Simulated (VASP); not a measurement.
# Pb (Pm-3m) in VASP: notebook

Pb is run at these levels: PBE; tasks: relaxation of cell and atoms.

Program: VASP 6.6.1. These are calculated values, not measurements. Logs are shortened: lines on timing, memory, paths and dates and some standing lists are left out, and cuts for length are marked.

## 1. The cell of the first run

It takes space group Pm-3m (No. 221, cubic). The conventional cell has a = 3.139 Å, b = 3.139 Å, c = 3.139 Å, α = 90.00°, β = 90.00°, γ = 90.00°. Pb (site symmetry m-3m) has 6 Pb at 3.14 Å within 4.1 Å.

## 2. Relaxation of cell and atoms, PBE, target pressure 4.9 GPa, at which the enthalpy is minimised

INCAR

```
SYSTEM = Pb
PREC = Accurate
ENCUT = 600
EDIFF = 1E-7
ISMEAR = -1
SIGMA = 0.1
LREAL = .FALSE.
LASPH = .TRUE.
NELM = 60
ALGO = Normal
ISIF = 3
LWAVE = .FALSE.
LCHARG = .FALSE.
GGA = PE
IBRION = 2
NSW = 60
EDIFFG = -0.005
PSTRESS = 49.0
```

KPOINTS

```
Automatic mesh
0
G
  12 12 12
  0 0 0
```

POSCAR

```
Pb
1.0
    3.1392544626      0.0000000000      0.0000000000
    0.0000000000      3.1392544626      0.0000000000
    0.0000000000      0.0000000000      3.1392544626
Pb
1
Direct
    0.0000000000      0.0000000000      0.0000000000
```

Potentials or basis: VASP PAW PBE potentials, release 64 (Pb_d).

Launch:

```sh
> cat potpaw_PBE.64/Pb_d/POTCAR > POTCAR
> mpirun -np 1 vasp_std > vasp.out
```

OUTCAR:

```text
SYSTEM = Pb
   PREC = Accurate
   ENCUT = 600
   EDIFF = 1E-7
   ISMEAR = -1
   LREAL = .FALSE.
   LASPH = .TRUE.
   NELM = 60
   ISIF = 3
   GGA = PE
   IBRION = 2
   NSW = 60
   EDIFFG = -0.005
   PSTRESS = 49.0

 ion  position               nearest neighbor table
   1  0.000  0.000  0.000-

  LATTYP: Found a simple cubic cell.
 ALAT       =     3.1392544626

  Lattice vectors:

 A1 = (   3.1392544626,   0.0000000000,   0.0000000000)
 A2 = (   0.0000000000,   3.1392544626,   0.0000000000)
 A3 = (   0.0000000000,   0.0000000000,   3.1392544626)

Analysis of symmetry for initial positions (statically):
=====================================================================
 Subroutine PRICEL returns:
 Original cell was already a primitive cell.

 Routine SETGRP: Setting up the symmetry group for a
 simple cubic supercell.

 Subroutine GETGRP returns: Found 48 space group operations
 (whereof 48 operations were pure point group operations)
 out of a pool of 48 trial point group operations.

The static configuration has the point symmetry O_h .

Analysis of symmetry for dynamics (positions and initial velocities):
=====================================================================
 Subroutine PRICEL returns:
 Original cell was already a primitive cell.

 Routine SETGRP: Setting up the symmetry group for a
 simple cubic supercell.

 Subroutine GETGRP returns: Found 48 space group operations
 (whereof 48 operations were pure point group operations)
 out of a pool of 48 trial point group operations.

The dynamic configuration has the point symmetry O_h .

 Subroutine INISYM returns: Found 48 space group operations
 (whereof 48 operations are pure point group operations),
 and found     1 'primitive' translations

----------------------------------------------------------------------------------------

                                     Primitive cell

  volume of cell :      30.9371

  direct lattice vectors                    reciprocal lattice vectors
     3.139254463  0.000000000  0.000000000     0.318546971  0.000000000  0.000000000
     0.000000000  3.139254463  0.000000000     0.000000000  0.318546971  0.000000000
     0.000000000  0.000000000  3.139254463     0.000000000  0.000000000  0.318546971

  length of vectors
     3.139254463  3.139254463  3.139254463     0.318546971  0.318546971  0.318546971

  position of ions in fractional coordinates (direct lattice)
     0.000000000  0.000000000  0.000000000

  ion indices of the primitive-cell ions
   primitive index   ion index
                 1           1

----------------------------------------------------------------------------------------

 KPOINTS: Automatic mesh

Automatic generation of k-mesh.
 Grid dimensions read from file:
 generate k-points for:   12   12   12

 Generating k-lattice:

  Cartesian coordinates                     Fractional coordinates (reciprocal lattice)
     0.026545581  0.000000000  0.000000000     0.083333333  0.000000000  0.000000000
     0.000000000  0.026545581  0.000000000     0.000000000  0.083333333  0.000000000
     0.000000000  0.000000000  0.026545581     0.000000000  0.000000000  0.083333333

  Length of vectors
     0.026545581  0.026545581  0.026545581

  Shift w.r.t. Gamma in fractional coordinates (k-lattice)
     0.000000000  0.000000000  0.000000000

 Subroutine IBZKPT returns following result:
 ===========================================

 Found     84 irreducible k-points:

 Following reciprocal coordinates:
            Coordinates               Weight
  0.000000  0.000000  0.000000      1.000000
  0.083333  0.000000  0.000000      6.000000
  0.166667  0.000000  0.000000      6.000000
  0.250000  0.000000  0.000000      6.000000
  0.333333  0.000000  0.000000      6.000000
  0.416667  0.000000  0.000000      6.000000
[... 16 lines left out ...]
  0.333333  0.333333  0.000000     12.000000
  0.416667  0.333333  0.000000     24.000000
 [... further k-points ...]
   k-points           NKPTS =     84   k-points in BZ     NKDIM =     84   number of bands    NBANDS=     11
   number of dos      NEDOS =    301   number of ions     NIONS =      1
   total plane-waves  NPLWV =  21952
   dimension x,y,z NGX =    28 NGY =   28 NGZ =   28
   dimension x,y,z NGXF=    56 NGYF=   56 NGZF=   56
   ions per type =               1
   NGX,Y,Z   is equivalent  to a cutoff of  14.83, 14.83, 14.83 a.u.
   NGXF,Y,Z  is equivalent  to a cutoff of  29.66, 29.66, 29.66 a.u.
 SYSTEM =  Pb
   PREC   = accura    normal or accurate (medium, high low for compatibility)
   ISTART =      0    job   : 0-new  1-cont  2-samecut
   ICHARG =      2    charge: 1-file 2-atom 10-const
   ISPIN  =      1    spin polarized calculation?
   LNONCOLLINEAR =      F non collinear calculations
   LSORBIT =      F    spin-orbit coupling
   LASPH  =      T    aspherical Exc in radial PAW
   ENCUT  =  600.0 eV  44.10 Ry    6.64 a.u.   6.27  6.27  6.27*2*pi/ulx,y,z
   NELM   =     60;   NELMIN=  2; NELMDL= -5     # of ELM steps
   EDIFF  = 0.1E-06   stopping-criterion for ELM
   LREAL  =      F    real-space projection
   EDIFFG = -.5E-02   stopping-criterion for IOM
   NSW    =     60    number of steps for IOM
   IBRION =      2    ionic relax: 0-MD 1-quasi-New 2-CG
   NFREE  =      1    steps in history (QN), initial steepest desc. (CG)
   ISIF   =      3    stress and relaxation
   ISYM   =      2    0-nonsym 1-usesym 2-fastsym
   POTIM  = 0.5000    time-step for ionic-motion
   TEBEG  =    0.0;   TEEND  =   0.0 temperature during run
   PSTRESS=   49.0 pullay stress
   NELECT =      14.0000    total number of electrons
   NUPDOWN=      -1.0000    fix difference up-down
   EMIN   =  10.00;   EMAX   =-10.00  energy-range for DOS
   EFERMI =   0.00;   METHOD = LEGACY
   ISMEAR =    -1;   SIGMA  =   0.10  broadening in eV -4-tet -1-fermi 0-gaus
   EFERMI_NEDOS =   21; number of points for ismear=-14 and -15
   IALGO  =     38    algorithm
   IMIX   =      4    mixing-type and parameters
     AMIX     =   0.40;   BMIX     =  1.00
     AMIX_MAG =   1.60;   BMIX_MAG =  1.00
  volume/ion in A,a.u.               =      30.94       208.77
  Fermi-wavevector in a.u.,A,eV,Ry     =   1.256872  2.375143 21.493488  1.579727
  Thomas-Fermi vector in A             =   2.390559
   LORBIT       =      0    0 simple, 1 ext, 2 COOP (PROOUT), +10 PAW based schemes
   GGA     = PE    functional components
   LHFCALC =     F    Hartree Fock is set to
   AEXX    =    0.0000 exact exchange contribution
   IVDW    =     0    specifies the selected vdW correction
   LEPSILON=     F    determine dielectric tensor
   LRPA    =     F    only Hartree local field effects (RPA)
 conjugate gradient relaxation of ions
 non-spin polarized calculation
  energy-cutoff  :      600.00
  volume of cell :       30.94
 maximum number of plane-waves:      1064
 NGX is ok and might be reduce to    28
   NGX = 13   NGY = 13   NGZ = 13

--------------------------------------- Ionic step        1  -------------------------------------------

 number of electron      13.9999999 magnetization

 Free energy of the ion-electron system (eV)
  ---------------------------------------------------
  ext. energy  EPLUGINS =         0.00000000
  ---------------------------------------------------
  free energy    TOTEN  =        -3.32366056 eV

  energy without entropy =       -3.29939280  energy(sigma->0) =       -3.31152668

------------------------ aborting loop because EDIFF is reached ----------------------------------------

  FORCE on cell =-STRESS in cart. coord.  units (eV):
  Direction    XX          YY          ZZ          XY          YZ          ZX
  --------------------------------------------------------------------------------------
  -------------------------------------------------------------------------------------
  Total        0.9712878      0.9712878      0.9712878      0.0000000      0.0000000     -0.0000000
  in kB       50.3012727     50.3012727     50.3012727      0.0000000      0.0000000     -0.0000000
  external PRESSURE =       1.3012727 kB  Pullay stress =      49.0000000 kB
[... 59 lines left out ...]
  enthalpy is  TOTEN    =        -2.3775119820 eV   P V=        0.9496059701

--------------------------------------- Ionic step        3  -------------------------------------------

 number of electron      13.9999999 magnetization

 Free energy of the ion-electron system (eV)
  ---------------------------------------------------
  ext. energy  EPLUGINS =         0.00000000
  ---------------------------------------------------
  free energy    TOTEN  =        -3.32565556 eV

  energy without entropy =       -3.30134418  energy(sigma->0) =       -3.31349987

 E-fermi :   6.8437     XC(G=0):  -9.9728

 val. band max:        6.8424543772   @ k =   0.5000   0.5000   0.4167
 cond. band min:       6.8483216178   @ k =   0.4167   0.3333   0.0833
 fundamental gap:      0.0058672405
 Fermi energy:         6.8437104578

 k-point     1 :       0.0000    0.0000    0.0000
  band No.  band energies     occupation
      1     -10.5587      2.00000
      2     -10.5587      2.00000
      3      -9.8314      2.00000
      4      -9.8314      2.00000
      5      -9.8314      2.00000
      6      -4.9416      2.00000
      7      12.0417      0.00000
      8      12.0417      0.00000
      9      12.0417      0.00000
     10      15.2254      0.00000
     11      16.5591      0.00000
[... 309 lines left out ...]
 k-point    24 :       0.4167    0.3333    0.0000
  band No.  band energies     occupation
      1     -10.3223      2.00000
      2     -10.2279      2.00000
      3      -9.9978      2.00000
      4      -9.9591      2.00000
      5      -9.7749      2.00000
      6      -0.9841      2.00000
      7       4.6182      2.00000
      8       6.7345      1.49744
      9      12.2397      0.00000
     10      16.2785      0.00000
     11      18.7957      0.00000

 [... further k-points ...]
[... 5 lines left out ...]
  --------------------------------------------------------------------------------------
  -------------------------------------------------------------------------------------
  Total        0.9489263      0.9489263      0.9489263      0.0000000      0.0000000      0.0000000
  in kB       49.0411296     49.0411296     49.0411296      0.0000000      0.0000000      0.0000000
  external PRESSURE =       0.0411296 kB  Pullay stress =      49.0000000 kB
[... 16 lines left out ...]
  FREE ENERGIE OF THE ION-ELECTRON SYSTEM (eV)
  ---------------------------------------------------
  free  energy   TOTEN  =        -3.3256555591 eV

  energy  without entropy=       -3.3013441777  energy(sigma->0) =       -3.31349987

  enthalpy is  TOTEN    =        -2.3775251180 eV   P V=        0.9481304411

 reached required accuracy - stopping structural energy minimisation
```

Wall time 24 s (1 thread of Intel Xeon 6975P-C (Granite Rapids), shared host); peak memory 0.18 GiB.

Results:

```
Free energy                                            : -3.3257 eV
Relaxed volume                                         : 31.00 Å³/atom
Relaxed cell                                           : a = 3.141 Å, b = 3.141 Å, c = 3.141 Å, α = 90.00°, β = 90.00°, γ = 90.00°
Space group after relaxing (to 0.05 Å)                 : Pm-3m (No. 221)
Energy change on relaxing (the enthalpy is what falls) : -2.0 meV/atom
Ionic steps                                            : 3
Pressure after relaxing                                : 4.9 GPa
Band gap on the k mesh                                 : zero (band 7 reaches 12.04 eV, above the bottom of band 8 at 4.79 eV)
```

The path:
| step | energy change (eV) | largest force (eV/Å) | pressure (GPa) | volume (Å³) |
| --- | --- | --- | --- | --- |
| 1 | 0.0000 | 0.0000 | 5.03 | 30.94 |
| 2 | -0.0035 | 0.0000 | 4.82 | 31.05 |
| 3 | -0.0020 | 0.0000 | 4.90 | 31.00 |

Final structure:
```cif
data_structure
_symmetry_space_group_name_H-M 'P 1'
_symmetry_Int_Tables_number 1
_cell_length_a 3.1414
_cell_length_b 3.1414
_cell_length_c 3.1414
_cell_angle_alpha 90.000
_cell_angle_beta 90.000
_cell_angle_gamma 90.000
_cell_volume 31.00
loop_
_atom_site_label
_atom_site_type_symbol
_atom_site_fract_x
_atom_site_fract_y
_atom_site_fract_z
_atom_site_occupancy
Pb1 Pb 0.00000 0.00000 0.00000 1
```

Levels at points of the mesh, in eV from the Fermi level:
```csv
k point,band 4,band 5,band 6,band 7,band 8,band 9,band 10,band 11
"(0.00, 0.00, 0.00)",-16.68,-16.68,-11.79,5.20,5.20,5.20,8.38,9.72
"(0.50, 0.00, 0.00)",-16.87,-16.66,-9.03,-4.40,7.78,7.78,10.92,11.04
"(0.50, 0.50, 0.00)",-16.85,-16.45,-6.36,-2.05,-2.05,3.45,10.72,13.16
"(0.50, 0.50, 0.50)",-16.43,-16.43,-3.60,0.22,0.22,0.22,6.56,6.56
```

Caveat: the cell is relaxed towards a set pressure, so the enthalpy falls and the energy may rise; spin-orbit coupling is left out, which moves the levels of the heavy elements.

## 3. Relaxation of cell and atoms, PBE, target pressure 4.9 GPa, at which the enthalpy is minimised

This run uses another cell than the first one, of 31.00 Å³/atom, 1.002 times its volume.

INCAR

```
PREC = Accurate ; ENCUT = 600
EDIFF = 1E-7 ; ISMEAR = -1
SIGMA = 0.1 ; LREAL = F
LASPH = T ; NELM = 100
ALGO = Normal ; ISIF = 3
LWAVE = F ; LCHARG = F
GGA = PE ; IBRION = 2
NSW = 32 ; EDIFFG = -0.005
PSTRESS = 49.0
```

KPOINTS

```
Automatic mesh
0
Gamma
  12 12 12
```

POSCAR

```
Pb
1.0
    3.1414445647      0.0000000000      0.0000000000
    0.0000000000      3.1414445647      0.0000000000
    0.0000000000      0.0000000000      3.1414445647
Pb
1
Direct
    0.0000000000      0.0000000000      0.0000000000
```

Potentials or basis: VASP PAW PBE potentials, release 64 (Pb_d).

Launch:

```sh
> cat potpaw_PBE.64/Pb_d/POTCAR > POTCAR
> mpirun -np 1 vasp_std > vasp.out
```

Wall time 11 s (1 thread of Intel Xeon 6975P-C (Granite Rapids), shared host); peak memory 0.18 GiB.

The run converged. Its results:

| Item | Value |
| --- | --- |
| Free energy | -3.3257 eV |
| Pressure after relaxing | 4.9 GPa |
| Band gap on the k mesh | zero (band 7 reaches 12.04 eV, above the bottom of band 8 at 4.79 eV) |

Final structure:
```
Pb
1.0
     3.14144    0.00000    0.00000
     0.00000    3.14144    0.00000
     0.00000    0.00000    3.14144
Pb
1
Direct
  0.00000 0.00000 0.00000
```

Levels at points of the mesh, in eV from the Fermi level:
```tsv
k point	band 3	band 4	band 5	band 6	band 7	band 8	band 9	band 10	band 11
(0.00, 0.00, 0.00)	-16.68	-16.68	-16.68	-11.79	5.20	5.20	5.20	8.38	9.72
(0.50, 0.00, 0.00)	-16.87	-16.87	-16.66	-9.03	-4.40	7.78	7.78	10.92	11.04
(0.50, 0.50, 0.00)	-16.85	-16.85	-16.45	-6.36	-2.05	-2.05	3.45	10.72	13.16
(0.50, 0.50, 0.50)	-17.11	-16.43	-16.43	-3.60	0.22	0.22	0.22	6.56	6.56
```

Caveat: the relaxation stopped at its first step, so nothing moved; the cell is relaxed towards a set pressure, so the enthalpy falls and the energy may rise; spin-orbit coupling is left out, which moves the levels of the heavy elements.
